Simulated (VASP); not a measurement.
B: relaxation of cell and atoms with PBE

The system is B.

```xyz
4
Lattice="1.4702 -2.6618 0.0000 1.4702 2.6618 0.0000 0.0000 0.0000 3.2631" Properties=species:S:1:pos:R:3 pbc="T T T"
B     1.4702   -0.8315    1.3365
B     1.4702    1.8304    0.2951
B     1.4702    0.8315    1.9267
B     1.4702   -1.8304    2.9680
```

```
Program                : VASP 6.6.1
Task                   : relaxation of cell and atoms
Functional             : PBE
Potentials or basis    : VASP PAW PBE potentials, release 64 (B)
Cutoff                 : 600 eV
k mesh                 : 18 × 18 × 14
Occupations            : gaussian, width 0.1 eV
Spin                   : no spin polarisation
Dipole correction      : no
Further INCAR settings : ALGO = Normal; EDIFF = 1e-07; IBRION = 2; EDIFFG = -0.01; NSW = 100; ISIF = 3
```

| Item | Value |
| --- | --- |
| Relaxed volume | 6.38 Å³/atom |
| Relaxed cell | a = 3.041 Å, b = 3.041 Å, c = 3.263 Å, α = 90.00°, β = 90.00°, γ = 122.20° |
| Space group after relaxing (to 0.05 Å) | Cmce (No. 64) |
| Energy gained by relaxing | 0.1 meV/atom |
| Ionic steps | 4 |
| Pressure after relaxing | 0.0 GPa |
| Band gap on the k mesh | zero (band 6 reaches 9.52 eV, above the bottom of band 7 at 8.33 eV) |

Forces on the atoms (eV/Å):
```
B    0.000 -0.001  0.002
B    0.000 -0.001 -0.002
B    0.000  0.001 -0.002
B    0.000  0.001  0.002
```

Stress tensor (GPa, compression positive):
```
-0.03  0.00  0.00
 0.00 -0.05  0.00
 0.00  0.00  0.04
```

Step by step:
| step | energy change (eV) | largest force (eV/Å) | pressure (GPa) | volume (Å³) |
| --- | --- | --- | --- | --- |
| 1 | 0.0000 | 0.0644 | -0.17 | 25.54 |
| 2 | -0.0002 | 0.0430 | 0.17 | 25.52 |
| 3 | -0.0003 | 0.0107 | 0.04 | 25.52 |
| 4 | -0.0003 | 0.0022 | -0.02 | 25.53 |

Final structure:
```xyz
4
Lattice="1.4696 -2.6623 0.0000 1.4696 2.6623 0.0000 0.0000 0.0000 3.2626" Properties=species:S:1:pos:R:3 pbc="T T T"
B     1.4696   -0.8299    1.3376
B     1.4696    1.8324    0.2937
B     1.4696    0.8299    1.9250
B     1.4696   -1.8324    2.9689
```

Levels at points of the mesh, in eV from the Fermi level:
| k point | band 2 | band 3 | band 4 | band 5 | band 6 | band 7 | band 8 | band 9 | band 10 |
| --- | --- | --- | --- | --- | --- | --- | --- | --- | --- |
| (0.00, 0.00, 0.00) | -7.88 | -5.89 | -4.55 | -3.50 | 0.54 | 0.89 | 2.50 | 2.65 | 6.97 |
| (0.50, 0.00, 0.00) | -13.45 | -5.61 | -5.61 | -4.56 | -4.56 | 1.55 | 1.55 | 5.97 | 5.97 |
| (0.50, 0.50, 0.00) | -12.15 | -6.98 | -5.31 | -3.51 | -1.83 | -0.46 | 0.69 | 4.62 | 4.74 |
| (0.00, 0.00, 0.50) | -15.01 | -1.87 | -1.87 | -1.50 | -1.50 | 0.93 | 0.93 | 6.44 | 6.44 |
| (0.50, 0.00, 0.50) | -11.06 | -10.44 | -10.44 | -4.29 | -4.29 | 2.02 | 2.02 | 10.26 | 10.26 |
| (0.50, 0.50, 0.50) | -12.07 | -9.26 | -9.26 | -3.83 | -3.83 | 0.82 | 0.82 | 9.15 | 9.15 |

Wall time 5.6 min on 1 thread of Intel(R) Xeon(R) Platinum 8375C CPU @ 2.90GHz (Ice Lake), on a shared host, peak memory 0.3 GiB.
